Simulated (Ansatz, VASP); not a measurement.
# C in VASP and in Ansatz

INCAR

```
SYSTEM = C
  ALGO = Normal
  EDIFF = 1E-6
  EDIFFG = -0.025
  ENCUT = 600
  GGA = PE
  IBRION = 2
  ISIF = 3
  ISMEAR = 0
  LASPH = .TRUE.
  LCHARG = .FALSE.
  LREAL = .FALSE.
  LWAVE = .FALSE.
  NELM = 60
  NSW = 80
  PREC = Accurate
  SIGMA = 0.1
```

File KPOINTS:

```
k-points
0
G
  4 4 2
  0 0 0
```

POSCAR

```
C
1.0
   -0.0378889212      0.0243150562      3.2516861894
    3.4567326009     -0.0331501351     -0.0401211274
   -0.0663002702      6.8100182197      0.0514951305
C
10
Direct
    0.6127078733     -0.0082576377      0.1439496877
    0.5777140894      0.0025653467      0.6287171690
    0.4068497193      0.2727330121      0.0055332020
    0.3645838567      0.2768080270      0.4951990097
    0.3174983873      0.6987622533     -0.0082648219
    0.3728328480      0.7612698388      0.5114210585
    0.6980516438     -0.0022703622      0.3563505299
    0.6235132282      0.0045470795      0.8815417296
   -0.0235246654      0.9725099032     -0.0012929577
    0.0497730192      1.0213325393      0.4868453931
```

Input for Ansatz:

```yaml
crystal:
  lattice:
    - [-0.0378889212, 0.0243150562, 3.2516861894]
    - [3.4567326009, -0.0331501351, -0.0401211274]
    - [-0.0663002702, 6.8100182197, 0.0514951305]
  atoms:
    - { symbol: C, position: [0.6127078733, -0.0082576377, 0.1439496877] }
    - { symbol: C, position: [0.5777140894, 0.0025653467, 0.628717169] }
    - { symbol: C, position: [0.4068497193, 0.2727330121, 0.005533202] }
    - { symbol: C, position: [0.3645838567, 0.276808027, 0.4951990097] }
    - { symbol: C, position: [0.3174983873, 0.6987622533, -0.0082648219] }
    - { symbol: C, position: [0.372832848, 0.7612698388, 0.5114210585] }
    - { symbol: C, position: [0.6980516438, -0.0022703622, 0.3563505299] }
    - { symbol: C, position: [0.6235132282, 0.0045470795, 0.8815417296] }
    - { symbol: C, position: [-0.0235246654, 0.9725099032, -0.0012929577] }
    - { symbol: C, position: [0.0497730192, 1.0213325393, 0.4868453931] }
basis:
  ecutwfc: 420
kpoints:
  mp_grid: { grid: [4, 4, 2] }
hamiltonian:
  xc: pbe
scf:
  occupations: { method: gaussian, width: 0.1 }
  lower_state_search: "off"
output:
  forces: true
  stress: true
  eigenvalues: true
relax:
  adjacent_minimum: "off"
  f_tol: 0.025
  max_steps: 60
  cell: { stress_tol: 0.25 }
```

Change from the starting cell: cell x2, atoms moved at random (sigma 0.1 Å) and cell strained at random (1.5 %), then relaxed without symmetry.

Alike in both runs: task relaxation of cell and atoms; functional PBE; k mesh 4 × 4 × 2; occupations gaussian, width 0.1 eV; no spin polarisation.

|  | VASP | Ansatz |
| --- | --- | --- |
| version | VASP 6.6.1 | Ansatz 0.2.0 |
| potentials or method | VASP PAW PBE potentials, release 64 (C), cutoff 600 eV | scalar-relativistic, plane waves, PAW |
| valence electrons in the cell | 40 | 40 |

```csv
,VASP,Ansatz,Ansatz less VASP
"gap on the k mesh at the Fermi level, each at its own relaxed structure (eV)",1.81,1.83,+0.022
relaxed volume (Å³/atom),7.57,7.57,+0.001
relaxed cell length with the largest relative difference (Å),3.421,3.422,+0.0005
```

The k mesh is coarse, so the values compare programs but aren't converged.
